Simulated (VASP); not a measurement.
A run of VASP 6.6.1:

Contents of INCAR:

```
SYSTEM = NaLa
PREC = Accurate ; ENCUT = 520
EDIFF = 1E-6 ; ISMEAR = 0
SIGMA = 0.05 ; LREAL = .False.
LASPH = .True. ; NELM = 80
ALGO = Fast ; ISIF = 2
LWAVE = .False. ; LCHARG = .False.
NBANDS = 16
```

The input KPOINTS:

```
Automatic mesh
0
Gamma
  9 9 4
  0 0 0
```

File POSCAR:

```
NaLa
1.0
    3.6062507700      0.0000000000      0.0000000000
   -1.8031253850      3.1231047792      0.0000000000
    0.0000000000      0.0000000000      6.4837820000
La Na
1 1
Direct
    0.0000000000      0.0000000000      0.5000000000
    0.6666666667      0.3333333333      0.0000000000
```

Potentials or basis: VASP PAW LDA potentials, release 64 (La, Na_pv).

Command:

```console
$ cat potpaw_LDA.64/La/POTCAR potpaw_LDA.64/Na_pv/POTCAR > POTCAR
$ mpirun -np 1 vasp_std > vasp.out
```

Hardware: 1 thread of AMD EPYC 9R45 96-Core Processor (Zen 5), on a shared host.

Problem. How long does it take, and how much memory?

Solution. Run time: 61 s on 1 thread of AMD EPYC 9R45 96-Core Processor (Zen 5) (shared host), peak memory 0.17 GiB. Counts: scf iterations 36, k points 36.
